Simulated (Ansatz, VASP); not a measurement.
## SrOs: VASP beside Ansatz

The input INCAR:

```
PREC     = Accurate       # precision mode
ENCUT    = 520            # plane-wave cutoff, eV
EDIFF    = 1E-7           # SCF threshold, eV
ISMEAR   = 0              # smearing method
SIGMA    = 0.05           # smearing width, eV
LREAL    = False          # projectors in reciprocal space
LASPH    = True           # aspherical terms in the spheres
NELM     = 60             # most SCF steps
ALGO     = Normal         # electronic algorithm
ISIF     = 2              # what is computed and relaxed
LWAVE    = False          # write WAVECAR
LCHARG   = True           # write CHGCAR
GGA      = CA             # functional
LELF     = True           # ELF
LVHAR    = True         
NBANDS   = 16             # bands
```

KPOINTS

```
Automatic mesh
0
Gamma
  10 10 10
```

The input POSCAR:

```
SrOs
1.0
    3.6003672161      0.0000000000      0.0000000000
    0.0000000000      3.6003672161      0.0000000000
    0.0000000000      0.0000000000      3.6003672161
Sr Os
1 1
Direct
    0.0000000000      0.0000000000      0.0000000000
    0.5000000000      0.5000000000      0.5000000000
```

Input for Ansatz:

```yaml
crystal:
  lattice:
    - [3.6003672161, 0.0, 0.0]
    - [0.0, 3.6003672161, 0.0]
    - [0.0, 0.0, 3.6003672161]
  atoms:
    - { symbol: Sr, position: [0.0, 0.0, 0.0] }
    - { symbol: Os, position: [0.5, 0.5, 0.5] }
basis:
  ecutwfc: 420
  ecutrho_ratio: 4
kpoints:
  mp_grid: { grid: [10, 10, 10] }
hamiltonian:
  xc: lda
scf:
  occupations: { method: gaussian, width: 0.05 }
output:
  forces: true
  stress: true
  eigenvalues: true
  populations: true
```

Alike in both runs: task single point; functional LDA; k mesh 10 × 10 × 10; occupations gaussian, width 0.05 eV; no spin polarisation.

```csv
,VASP,Ansatz
version,VASP 6.6.1,Ansatz 0.2.0
potentials or method,"VASP PAW LDA potentials, release 64 (Sr_sv, Os), cutoff 520 eV","scalar-relativistic, plane waves, PAW"
valence electrons in the cell,18,26
```

|  | VASP | Ansatz | Ansatz less VASP |
| --- | --- | --- | --- |
| gap on the k mesh at the Fermi level (eV) | none | none | - |
| pressure (GPa) | -6.3 | -6.6 | -0.29 |

LDA's correlation is that of Perdew and Zunger in VASP and of Perdew and Wang (1992) in Ansatz. A gap of «none» marks a metal or a gap that the smearing closes. VASP's potentials hold 18 valence electrons a cell and Ansatz's 26, so a difference there can come from the potentials and not from the codes.

Neither program's run includes spin-orbit coupling.
